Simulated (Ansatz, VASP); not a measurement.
Two plane-wave programs on ZnS

INCAR

```
SYSTEM = ZnS
  PREC = Accurate
  ENCUT = 520
  EDIFF = 1E-6
  ISMEAR = 0
  SIGMA = 0.05
  LREAL = .FALSE.
  LASPH = .TRUE.
  NELM = 60
  ALGO = Normal
  ISIF = 2
  LWAVE = .FALSE.
  LCHARG = .FALSE.
  GGA = PS
  NBANDS = 46
```

File KPOINTS:

```
regular mesh
0
G
  7 7 3
  0 0 0
```

File POSCAR:

```
ZnS
1.0
   -2.7046500000     -2.7046500000      0.0000000000
    2.7046500000     -2.7046500000      0.0000000000
    0.0000000000      0.0000000000     15.3186000000
Zn S
4 4
Direct
    0.0000000000      0.0000000000      0.6620995065
    0.5000000000      0.5000000000      0.1324199013
    0.0000000000      0.0000000000      0.3089797697
    0.5000000000      0.5000000000      0.4855396381
    0.5000000000      0.0000000000      0.2206998355
    0.0000000000      0.5000000000      0.3972597039
    0.5000000000      0.0000000000      0.5738195723
    0.0000000000      0.5000000000      0.0441399671
```

Input for Ansatz:

```yaml
crystal:
  lattice:
    - [-2.70465, -2.70465, 0.0]
    - [2.70465, -2.70465, 0.0]
    - [0.0, 0.0, 15.3186]
  atoms:
    - { symbol: Zn, position: [0.0, 0.0, 0.6620995065] }
    - { symbol: Zn, position: [0.5, 0.5, 0.1324199013] }
    - { symbol: Zn, position: [0.0, 0.0, 0.3089797697] }
    - { symbol: Zn, position: [0.5, 0.5, 0.4855396381] }
    - { symbol: S, position: [0.5, 0.0, 0.2206998355] }
    - { symbol: S, position: [0.0, 0.5, 0.3972597039] }
    - { symbol: S, position: [0.5, 0.0, 0.5738195723] }
    - { symbol: S, position: [0.0, 0.5, 0.0441399671] }
basis:
  ecutwfc: 420
kpoints:
  mp_grid: { grid: [7, 7, 3] }
hamiltonian:
  xc: pbesol
scf:
  occupations: { method: gaussian, width: 0.05 }
output:
  forces: true
  stress: true
  eigenvalues: true
```

Alike in both runs: task single point; functional PBEsol; k mesh 7 × 7 × 3; occupations gaussian, width 0.05 eV; no spin polarisation.

|  | VASP | Ansatz |
| --- | --- | --- |
| version | VASP 6.6.1 | Ansatz 0.2.0 |
| potentials or method | VASP PAW PBE potentials, release 64 (Zn, S), cutoff 520 eV | scalar-relativistic, plane waves, PAW |
| valence electrons in the cell | 72 | 72 |

Ansatz gave:

| Property | Result |
| --- | --- |
| gap on the k mesh at the Fermi level (eV) | 0.04 |
| least direct gap on the mesh (eV) | 0.11 |
| pressure (GPa) | -2.0 |
| traceless stress, the component that is largest in VASP (GPa) | 0.49 |
| rms of the force components (eV/Å) | 0.304 |

**Question.** Estimate VASP's values.

**Answer.** gap on the k mesh at the Fermi level (eV): 0.04; least direct gap on the mesh (eV): 0.11; pressure (GPa): -1.9; traceless stress, the component that is largest in VASP (GPa): 0.50; rms of the force components (eV/Å): 0.303.

VASP's potentials were made for PBE, not for PBEsol. Atom by atom the forces differ by 0.006 eV/Å (rms over components).
